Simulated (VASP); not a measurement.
A run of VASP 6.6.1:

The input INCAR:

```
ALGO = Normal
EDIFF = 1E-6
ENCUT = 700
GGA = PE
GGA_COMPAT = False
ISIF = 2
ISMEAR = -1
ISPIN = 2
LASPH = True
LCHARG = False
LMAXMIX = 4
LORBIT = 11
LREAL = False
LWAVE = False
MAGMOM = 2 2 2
NBANDS = 32
NELM = 200
PREC = Accurate
SIGMA = 0.1
```

Contents of KPOINTS:

```
k-points
0
Gamma
  10 10 14
```

The input POSCAR:

```
Cr
1.0
    3.8869433344      0.0000000000      0.0000000000
   -1.9434716672      3.3661916706      0.0000000000
    0.0000000000      0.0000000000      2.1195680120
Cr
3
Direct
    0.0000000000      0.0000000000      0.0000000000
    0.3333333333      0.6666666667      0.5000000000
    0.6666666667      0.3333333333      0.5000000000
```

Potentials or basis: VASP PAW PBE potentials, release 64 (Cr_sv).

Launch:

```console
$ cat potpaw_PBE.64/Cr_sv/POTCAR > POTCAR
$ mpirun -np 1 vasp_std > vasp.out
```

Hardware: 1 thread of Intel(R) Xeon(R) Platinum 8488C (Sapphire Rapids), on a shared host.

How long does it take, and how much memory?

Wall time 2.5 min on 1 thread of Intel(R) Xeon(R) Platinum 8488C (Sapphire Rapids), on a shared host, peak memory 0.32 GiB. Counts: scf iterations 15, k points 112.
